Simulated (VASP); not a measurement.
# Si16Ge (a cell with a defect) in VASP: notebook, part 2 of 3

VASP 6.6.1.

### 3 Single point, PBE

The input, INCAR:

```
PREC = Accurate
ENCUT = 520
EDIFF = 1E-6
ISMEAR = 0
SIGMA = 0.05
LREAL = Auto
LASPH = True
NELM = 80
ALGO = Normal
ISIF = 2
LWAVE = False
LCHARG = True
GGA = PE
LELF = True
LVHAR = True
NBANDS = 53
```

The input, KPOINTS:

```
regular mesh
0
Gamma
  2 2 2
```

The input, POSCAR:

```
Si16Ge
1.0
    0.0000000000      5.4300000000      5.4300000000
    5.4300000000      0.0000000000      5.4300000000
    5.4300000000      5.4300000000      0.0000000000
Si Ge
16 1
Direct
    0.0067382136      0.0038116943     -0.0123196133
    0.1233395948      0.1676696133      0.1046675875
    0.0078329650      0.0042162063      0.5039918969
    0.1545489871      0.1163666667      0.6164101289
   -0.0635604972      0.5224129834      0.0221827808
    0.1224065378      0.6068651013      0.1065161142
    0.0069364641      0.4876217311      0.5036640884
    0.1236019337      0.6047695212      0.6676262431
    0.4976709945      0.0179337937     -0.0057315838
    0.6353522099      0.1241905157      0.1212610497
    0.5269990792     -0.0073576427      0.4926408840
    0.6365760589      0.1234639042      0.6235281768
    0.4970129834      0.4951280847     -0.0049848066
    0.5620584715      0.6476901473      0.1477059853
    0.4979500921      0.4942042357      0.5178990792
    0.6355864641      0.6212715470      0.6241048803
    0.1450262431      0.7865837017      0.2866623389
```

Potentials or basis: VASP PAW PBE potentials, release 64 (Si, Ge_d).

Launch:

```console
> cat potpaw_PBE.64/Si/POTCAR potpaw_PBE.64/Ge_d/POTCAR > POTCAR
> mpirun -np 1 vasp_std > vasp.out
```

OUTCAR:

```text
PREC = Accurate
   ENCUT = 520
   EDIFF = 1E-6
   ISMEAR = 0
   LREAL = Auto
   LASPH = True
   NELM = 80
   ISIF = 2
   GGA = PE

 ion  position               nearest neighbor table
   1  0.007  0.004  0.988-  10 2.33   4 2.33  17 2.45   6 2.50   2 2.50
   2  0.123  0.168  0.105-   5 2.27   9 2.35  17 2.49   1 2.50   3 2.51
   3  0.008  0.004  0.504-  12 2.33   4 2.33  17 2.44   2 2.51   8 2.51
   4  0.155  0.116  0.616-   3 2.33   7 2.33   1 2.33  11 2.34
   5  0.936  0.522  0.022-   6 2.27   8 2.27   2 2.27  14 2.35
   6  0.122  0.607  0.107-   5 2.27  13 2.36   1 2.50  17 2.50   7 2.50
   7  0.007  0.488  0.504-  16 2.33   4 2.33  17 2.45   6 2.50   8 2.50
   8  0.124  0.605  0.668-   5 2.27  15 2.35  17 2.49   7 2.50   3 2.51
   9  0.498  0.018  0.994-  12 2.33  10 2.33   2 2.35  14 2.35
  10  0.635  0.124  0.121-   9 2.33  13 2.33   1 2.33  11 2.33
  11  0.527  0.993  0.493-  12 2.33  16 2.33  10 2.33   4 2.34
  12  0.637  0.123  0.624-  15 2.33   9 2.33   3 2.33  11 2.33
  13  0.497  0.495  0.995-  16 2.33  10 2.33  14 2.35   6 2.36
  14  0.562  0.648  0.148-   5 2.35  13 2.35  15 2.35   9 2.35  17 2.61
  15  0.498  0.494  0.518-  12 2.33  16 2.33   8 2.35  14 2.35
  16  0.636  0.621  0.624-  15 2.33  13 2.33   7 2.33  11 2.33
[... 210 lines left out ...]
      3     -18.1077      2.00000
      4     -18.1076      2.00000
      5     -18.1053      2.00000
      6      -6.4086      2.00000
[... 421 lines left out ...]
     50      10.3865      0.00000
     51      10.4673      0.00000
 [bands above 51 left out]

------------------------ aborting loop because EDIFF is reached ----------------------------------------

  FORCE on cell =-STRESS in cart. coord.  units (eV):
  Direction    XX          YY          ZZ          XY          YZ          ZX
  --------------------------------------------------------------------------------------
  -------------------------------------------------------------------------------------
  Total       11.8359002     11.6558043     11.6798035      1.4357477     -1.3520363      1.4393460
  in kB       59.2219074     58.3207828     58.4408647      7.1838828     -6.7650257      7.2018872
  external PRESSURE =      58.6611850 kB  Pullay stress =       0.0000000 kB

 VOLUME and BASIS-vectors are now :
 -----------------------------------------------------------------------------
  energy-cutoff  :      520.00
  volume of cell :      320.21
      direct lattice vectors                 reciprocal lattice vectors
     0.000000000  5.430000000  5.430000000    -0.092081031  0.092081031  0.092081031
     5.430000000  0.000000000  5.430000000     0.092081031 -0.092081031  0.092081031
     5.430000000  5.430000000  0.000000000     0.092081031  0.092081031 -0.092081031

 POSITION                                       TOTAL-FORCE (eV/Angst)
 -----------------------------------------------------------------------------------
      5.38380      5.39969      0.05729        -0.005286      0.002173      0.013358
      1.47879      1.23808      1.58018         0.030519     -0.007538      0.000248
      2.75957      2.77921      0.06543         0.005785      0.007348      0.005274
      3.97898      4.18631      1.47107        -0.012075      0.016884      0.015919
      2.95715      5.20532      7.92157        -0.003532      0.001311     -0.005662
      3.87366      1.24305      3.95995         0.004665      0.001820     -0.001119
[... 9 lines left out ...]
      6.76239      6.84012      6.82474        -0.013937      0.001747     -0.001316
      5.82773      2.34407      5.05864         0.000159     -0.010622     -0.015379
 -----------------------------------------------------------------------------------
    total drift:                               -0.010154     -0.004418     -0.005424

  FREE ENERGIE OF THE ION-ELECTRON SYSTEM (eV)
  ---------------------------------------------------
  free  energy   TOTEN  =       -86.3766547245 eV

  energy  without entropy=      -86.3668731001  energy(sigma->0) =      -86.37176391
```

OSZICAR:

```text
N       E                     dE             d eps       ncg     rms          rms(c)
DAV:   1     0.396785681289E+03    0.39679E+03   -0.30073E+04  1082   0.161E+03
DAV:   2    -0.210793571941E+02   -0.41787E+03   -0.38619E+03   925   0.407E+02
DAV:   3    -0.844559023590E+02   -0.63377E+02   -0.60965E+02  1058   0.103E+02
DAV:   4    -0.877810032012E+02   -0.33251E+01   -0.32977E+01  1064   0.282E+01
DAV:   5    -0.878763008357E+02   -0.95298E-01   -0.95188E-01  1072   0.474E+00    0.143E+01
DAV:   6    -0.868231859282E+02    0.10531E+01   -0.65853E-01  1016   0.287E+00    0.861E+00
DAV:   7    -0.863709066899E+02    0.45228E+00   -0.12038E+00   984   0.335E+00    0.625E-01
DAV:   8    -0.863741873706E+02   -0.32807E-02   -0.88719E-02  1016   0.140E+00    0.390E-01
DAV:   9    -0.863759724981E+02   -0.17851E-02   -0.65736E-03  1056   0.320E-01    0.193E-01
DAV:  10    -0.863764515199E+02   -0.47902E-03   -0.72516E-04   992   0.102E-01    0.876E-02
DAV:  11    -0.863766446884E+02   -0.19317E-03   -0.23554E-04   952   0.596E-02    0.186E-02
DAV:  12    -0.863766528495E+02   -0.81611E-05   -0.12273E-05  1104   0.147E-02    0.941E-03
DAV:  13    -0.863766545141E+02   -0.16646E-05   -0.42076E-06   960   0.777E-03    0.337E-03
DAV:  14    -0.863766547245E+02   -0.21037E-06   -0.24195E-07   576   0.210E-03
   1 F= -.86376655E+02 E0= -.86371764E+02  d E =-.978162E-02
```

stdout:

```text
POSCAR found type information on POSCAR SiGe
 POSCAR found :  2 types and      17 ions
 scaLAPACK will be used
 LDA part: xc-table for (Slater+PW92), standard interpolation
 POSCAR, INCAR and KPOINTS ok, starting setup
 FFT: planning ... GRIDC
 FFT: planning ... GRID_SOFT
 FFT: planning ... GRID
 WAVECAR not read
 entering main loop
```

Run time: 2.6 min. Hardware: 1 thread of Intel Xeon 6975P-C (Granite Rapids), shared host; peak memory 0.49 GiB.

What came out:

- Free energy: -86.3767 eV
- Pressure: 5.9 GPa
- Largest force: 0.031 eV/Å
- Band gap on the k mesh: zero (bands 39 and 40 overlap by 0.17 eV)

Forces on the atoms (eV/Å):
```
Si  -0.005  0.002  0.013
Si   0.031 -0.008  0.000
Si   0.006  0.007  0.005
Si  -0.012  0.017  0.016
Si  -0.004  0.001 -0.006
Si   0.005  0.002 -0.001
Si  -0.003  0.013  0.006
Si   0.022 -0.006 -0.003
Si   0.000 -0.005 -0.006
Si  -0.015  0.001  0.003
Si  -0.021  0.013  0.014
Si   0.004  0.002  0.003
Si   0.000 -0.008 -0.008
Si   0.003 -0.015 -0.013
Si   0.003 -0.008 -0.008
Si  -0.014  0.002 -0.001
Ge   0.000 -0.011 -0.015
```

Levels at points of the mesh, in eV from the Fermi level:
```csv
k point,band 35,band 36,band 37,band 38,band 39,band 40,band 41,band 42,band 43,band 44
"(0.00, 0.00, 0.00)",-1.51,-1.10,-0.67,-0.67,-0.65,-0.15,-0.13,0.13,0.14,0.66
"(0.50, 0.00, 0.00)",-1.42,-1.41,-1.31,-1.30,-0.30,0.35,0.38,1.10,1.10,1.12
"(0.00, 0.50, 0.00)",-1.51,-1.48,-1.42,-1.07,-0.18,0.10,0.70,0.78,0.96,1.24
"(0.00, 0.00, 0.50)",-1.50,-1.48,-1.42,-1.07,-0.17,0.10,0.70,0.78,0.96,1.24
"(0.50, 0.50, 0.50)",-1.51,-1.47,-1.40,-1.06,-0.19,0.11,0.71,0.80,0.95,1.24
"(0.50, 0.50, 0.00)",-2.09,-1.93,-1.81,-1.06,0.02,0.39,1.17,1.33,1.57,1.83
"(0.00, 0.50, 0.50)",-2.09,-1.92,-1.82,-1.07,0.02,0.40,1.17,1.32,1.57,1.84
"(0.50, 0.00, 0.50)",-2.09,-1.93,-1.81,-1.06,0.02,0.39,1.16,1.33,1.57,1.83
```

Caveat: the k points lie up to 0.50 Å⁻¹ apart.

### 4 Single point, PBE

The input, INCAR:

```
ALGO     = Normal         # electronic algorithm
EDIFF    = 1E-6           # SCF threshold, eV
ENCUT    = 520            # plane-wave cutoff, eV
GGA      = PE             # functional
ISIF     = 2              # what is computed and relaxed
ISMEAR   = 0              # smearing method
LASPH    = True           # aspherical terms in the spheres
LCHARG   = False          # write CHGCAR
LREAL    = Auto         
LWAVE    = False          # write WAVECAR
NBANDS   = 53             # bands
NELM     = 60             # most SCF steps
PREC     = Accurate       # precision mode
SIGMA    = 0.05           # smearing width, eV
```

The input, KPOINTS:

```
k-points
0
Gamma
  2 2 2
```

The input, POSCAR:

```
Si16Ge
1.0
    0.0000000000      5.4300000000      5.4300000000
    5.4300000000      0.0000000000      5.4300000000
    5.4300000000      5.4300000000      0.0000000000
Si Ge
16 1
Direct
    0.0014495396      0.0080110497     -0.0130314917
    0.1162918969      0.1540900552      0.1161753223
    0.0022981584      0.0077972376      0.5077416206
    0.1491711786      0.1185857274      0.6186430018
   -0.0442141805      0.5167528545      0.0166460405
    0.1159650092      0.6178847145      0.1176578269
    0.0016528545      0.4869294659      0.5079152855
    0.1164983425      0.6161639042      0.6541648250
    0.4961344383      0.0142657459     -0.0023987109
    0.6307468692      0.1270881215      0.1213008287
    0.5219660221     -0.0053081952      0.4947391344
    0.6315585635      0.1265244936      0.6266068140
    0.4961293738      0.4983209024     -0.0017472376
    0.5898529466      0.6390616022      0.1391279006
    0.4963786372      0.4974983425      0.5142779006
    0.6309592081      0.6212632597      0.6270398711
    0.1947323204      0.7705137201      0.2705343462
```

Potentials or basis: VASP PAW PBE potentials, release 64 (Si, Ge_d).

Launch:

```console
> cat potpaw_PBE.64/Si/POTCAR potpaw_PBE.64/Ge_d/POTCAR > POTCAR
> mpirun -np 1 vasp_std > vasp.out
```

OUTCAR:

```text
EDIFF = 1E-6
   ENCUT = 520
   GGA = PE
   ISIF = 2
   ISMEAR = 0
   LASPH = True
   LREAL = Auto
   NELM = 60
   PREC = Accurate

 ion  position               nearest neighbor table
   1  0.001  0.008  0.987-   4 2.32  10 2.33   6 2.45   2 2.45  17 2.61
   2  0.116  0.154  0.116-   5 2.29   9 2.38  17 2.43   1 2.45   3 2.46
   3  0.002  0.008  0.508-   4 2.32  12 2.33   2 2.46   8 2.46  17 2.60
   4  0.149  0.119  0.619-   1 2.32   7 2.32   3 2.32  11 2.34
   5  0.956  0.517  0.017-   6 2.29   8 2.29   2 2.29  14 2.29
   6  0.116  0.618  0.118-   5 2.29  13 2.39  17 2.43   1 2.45   7 2.45
   7  0.002  0.487  0.508-   4 2.32  16 2.33   6 2.45   8 2.45  17 2.61
   8  0.116  0.616  0.654-   5 2.29  15 2.38  17 2.43   7 2.45   3 2.46
   9  0.496  0.014  0.998-  12 2.33  10 2.33  14 2.36   2 2.38  17 2.97
  10  0.631  0.127  0.121-   1 2.33   9 2.33  13 2.33  11 2.34
  11  0.522  0.995  0.495-   4 2.34  12 2.34  16 2.34  10 2.34
  12  0.632  0.127  0.627-   3 2.33  15 2.33   9 2.33  11 2.34
  13  0.496  0.498  0.998-  16 2.33  10 2.33  14 2.36   6 2.39  17 2.96
  14  0.590  0.639  0.139-   5 2.29  15 2.36   9 2.36  13 2.36  17 2.48
  15  0.496  0.497  0.514-  12 2.33  16 2.33  14 2.36   8 2.38  17 2.97
  16  0.631  0.621  0.627-   7 2.33  15 2.33  13 2.33  11 2.34
[... 212 lines left out ...]
      4     -18.2064      2.00000
      5     -18.2053      2.00000
      6      -6.4845      2.00000
[... 421 lines left out ...]
     50      10.3378      0.00000
     51      10.4401      0.00000
 [bands above 51 left out]

------------------------ aborting loop because EDIFF is reached ----------------------------------------

  FORCE on cell =-STRESS in cart. coord.  units (eV):
  Direction    XX          YY          ZZ          XY          YZ          ZX
  --------------------------------------------------------------------------------------
  -------------------------------------------------------------------------------------
  Total       12.7766545     12.7474438     12.7599589      0.5959901     -0.5718261      0.5859549
  in kB       63.9290495     63.7828914     63.8455121      2.9820856     -2.8611791      2.9318737
  external PRESSURE =      63.8524843 kB  Pullay stress =       0.0000000 kB

 VOLUME and BASIS-vectors are now :
 -----------------------------------------------------------------------------
  energy-cutoff  :      520.00
  volume of cell :      320.21
      direct lattice vectors                 reciprocal lattice vectors
     0.000000000  5.430000000  5.430000000    -0.092081031  0.092081031  0.092081031
     5.430000000  0.000000000  5.430000000     0.092081031 -0.092081031  0.092081031
     5.430000000  5.430000000  0.000000000     0.092081031  0.092081031 -0.092081031

 POSITION                                       TOTAL-FORCE (eV/Angst)
 -----------------------------------------------------------------------------------
      5.40274      5.36711      0.05137         0.021657     -0.042543     -0.016080
      1.46754      1.26230      1.46817         0.005657      0.012047     -0.126736
      2.79938      2.76952      0.05482         0.046447     -0.020199     -0.022910
      4.00315      4.16923      1.45392         0.037546     -0.033228     -0.033617
      2.89636      5.28030      7.99588        -0.080336      0.075298      0.065369
      3.99400      1.26857      3.98480         0.138969      0.025124      0.022664
[... 9 lines left out ...]
      6.77829      6.83094      6.79957         0.019309     -0.026773     -0.034985
      5.65289      2.52640      5.24129        -0.210016      0.198774      0.192566
 -----------------------------------------------------------------------------------
    total drift:                               -0.008265     -0.005012     -0.003225

  FREE ENERGIE OF THE ION-ELECTRON SYSTEM (eV)
  ---------------------------------------------------
  free  energy   TOTEN  =       -86.5591052493 eV

  energy  without entropy=      -86.5468925790  energy(sigma->0) =      -86.55299891
```

OSZICAR:

```text
N       E                     dE             d eps       ncg     rms          rms(c)
DAV:   1     0.402363237972E+03    0.40236E+03   -0.30048E+04  1016   0.159E+03
DAV:   2    -0.207108230313E+02   -0.42307E+03   -0.39492E+03   920   0.385E+02
DAV:   3    -0.842854996502E+02   -0.63575E+02   -0.60076E+02  1029   0.104E+02
DAV:   4    -0.879977624699E+02   -0.37123E+01   -0.36405E+01  1080   0.281E+01
DAV:   5    -0.881278608212E+02   -0.13010E+00   -0.12941E+00  1080   0.514E+00    0.144E+01
DAV:   6    -0.870246908384E+02    0.11032E+01   -0.69148E-01  1024   0.293E+00    0.870E+00
DAV:   7    -0.865550632858E+02    0.46963E+00   -0.12447E+00  1008   0.344E+00    0.633E-01
DAV:   8    -0.865567765804E+02   -0.17133E-02   -0.93589E-02  1032   0.140E+00    0.349E-01
DAV:   9    -0.865583808718E+02   -0.16043E-02   -0.54555E-03  1096   0.294E-01    0.207E-01
DAV:  10    -0.865588922367E+02   -0.51136E-03   -0.65657E-04  1000   0.959E-02    0.867E-02
DAV:  11    -0.865590958451E+02   -0.20361E-03   -0.24353E-04   976   0.581E-02    0.194E-02
DAV:  12    -0.865591028678E+02   -0.70227E-05   -0.16838E-05  1064   0.154E-02    0.106E-02
DAV:  13    -0.865591052648E+02   -0.23969E-05   -0.65899E-06   968   0.980E-03    0.455E-03
DAV:  14    -0.865591052493E+02    0.15450E-07   -0.19777E-07   616   0.262E-03
   1 F= -.86559105E+02 E0= -.86552999E+02  d E =-.122127E-01
```

It took 2.5 min on 1 thread of Intel Xeon 6975P-C (Granite Rapids), shared host; peak memory 0.49 GiB.

What came out:

| Property | Result |
| --- | --- |
| Free energy | -86.5591 eV |
| Pressure | 6.4 GPa |
| Largest force | 0.347 eV/Å |
| Band gap on the k mesh | zero (bands 39 and 40 overlap by 0.21 eV) |

Forces on the atoms (eV/Å):
```
Si   0.022 -0.043 -0.016
Si   0.006  0.012 -0.127
Si   0.046 -0.020 -0.023
Si   0.038 -0.033 -0.034
Si  -0.080  0.075  0.065
Si   0.139  0.025  0.023
Si   0.024 -0.016 -0.040
Si  -0.005 -0.136  0.020
Si  -0.009  0.001 -0.040
Si   0.020 -0.035 -0.027
Si   0.026 -0.037 -0.036
Si   0.042 -0.024 -0.024
Si   0.035 -0.001 -0.001
Si  -0.107  0.101  0.102
Si  -0.006 -0.043  0.000
Si   0.019 -0.027 -0.035
Ge  -0.210  0.199  0.193
```

Stress tensor (GPa, compression positive):
```
 6.39  0.30  0.29
 0.30  6.38 -0.29
 0.29 -0.29  6.38
```

Levels at points of the mesh, in eV from the Fermi level:
| k point | band 35 | band 36 | band 37 | band 38 | band 39 | band 40 | band 41 | band 42 | band 43 | band 44 |
| --- | --- | --- | --- | --- | --- | --- | --- | --- | --- | --- |
| (0.00, 0.00, 0.00) | -1.67 | -0.88 | -0.75 | -0.74 | -0.49 | -0.17 | -0.17 | 0.02 | 0.03 | 0.46 |
| (0.50, 0.00, 0.00) | -1.47 | -1.47 | -1.46 | -1.45 | -0.36 | 0.39 | 0.41 | 1.02 | 1.02 | 1.14 |
| (0.00, 0.50, 0.00) | -1.53 | -1.50 | -1.50 | -1.34 | -0.23 | 0.27 | 0.69 | 0.77 | 0.86 | 1.24 |
| (0.00, 0.00, 0.50) | -1.53 | -1.50 | -1.50 | -1.34 | -0.23 | 0.27 | 0.69 | 0.78 | 0.86 | 1.24 |
| (0.50, 0.50, 0.50) | -1.53 | -1.50 | -1.49 | -1.33 | -0.22 | 0.26 | 0.70 | 0.78 | 0.85 | 1.24 |
| (0.50, 0.50, 0.00) | -2.13 | -2.02 | -1.89 | -1.23 | 0.03 | 0.60 | 1.06 | 1.14 | 1.23 | 1.87 |
| (0.00, 0.50, 0.50) | -2.13 | -2.02 | -1.90 | -1.24 | 0.04 | 0.60 | 1.06 | 1.14 | 1.23 | 1.87 |
| (0.50, 0.00, 0.50) | -2.13 | -2.02 | -1.89 | -1.23 | 0.03 | 0.60 | 1.06 | 1.14 | 1.23 | 1.87 |

Caveat: the k points lie up to 0.50 Å⁻¹ apart.

(Continued in part 3 of 3.)
